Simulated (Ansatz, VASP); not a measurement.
# Two plane-wave programs on AlN

INCAR

```
ALGO     = Normal         # electronic algorithm
EDIFF    = 1E-7           # SCF threshold, eV
ENCUT    = 520            # plane-wave cutoff, eV
GGA      = PE             # functional
ISIF     = 2              # what is computed and relaxed
ISMEAR   = 0              # smearing method
LASPH    = True           # aspherical terms in the spheres
LCHARG   = True           # write CHGCAR
LELF     = True           # ELF
LREAL    = False          # projectors in reciprocal space
LVHAR    = True         
LWAVE    = False          # write WAVECAR
NBANDS   = 11             # bands
NELM     = 80             # most SCF steps
PREC     = Accurate       # precision mode
SIGMA    = 0.02           # smearing width, eV
```

KPOINTS

```
k-points
0
Gamma
  10 10 10
```

File POSCAR:

```
AlN
1.0
    0.0000000000      2.0679247856      2.0679247856
    2.0679247856      0.0000000000      2.0679247856
    2.0679247856      2.0679247856      0.0000000000
Al N
1 1
Direct
    0.5000000000      0.5000000000      0.5000000000
    0.0000000000      0.0000000000      0.0000000000
```

Input for Ansatz:

```yaml
crystal:
  lattice:
    - [0.0, 2.0679247856, 2.0679247856]
    - [2.0679247856, 0.0, 2.0679247856]
    - [2.0679247856, 2.0679247856, 0.0]
  atoms:
    - { symbol: Al, position: [0.5, 0.5, 0.5] }
    - { symbol: "N", position: [0.0, 0.0, 0.0] }
basis:
  ecutwfc: 420
kpoints:
  mp_grid: { grid: [10, 10, 10] }
hamiltonian:
  xc: pbe
scf:
  occupations: { method: gaussian, width: 0.02 }
output:
  forces: true
  stress: true
  eigenvalues: true
```

Alike in both runs: task single point; functional PBE; k mesh 10 × 10 × 10; occupations gaussian, width 0.02 eV; no spin polarisation.

```csv
,VASP,Ansatz
version,VASP 6.6.1,Ansatz 0.2.0
potentials or method,"VASP PAW PBE potentials, release 64 (Al, N), cutoff 520 eV","scalar-relativistic, plane waves, PAW"
valence electrons in the cell,8,8
```

|  | VASP | Ansatz | Ansatz less VASP |
| --- | --- | --- | --- |
| gap on the k mesh at the Fermi level (eV) | 3.97 | 3.99 | +0.020 |
| least direct gap on the mesh (eV) | 4.73 | 4.72 | -0.008 |
| pressure (GPa) | -11.1 | -10.9 | +0.23 |

With one functional, cell and mesh, what is left measures potentials, basis and numerics.
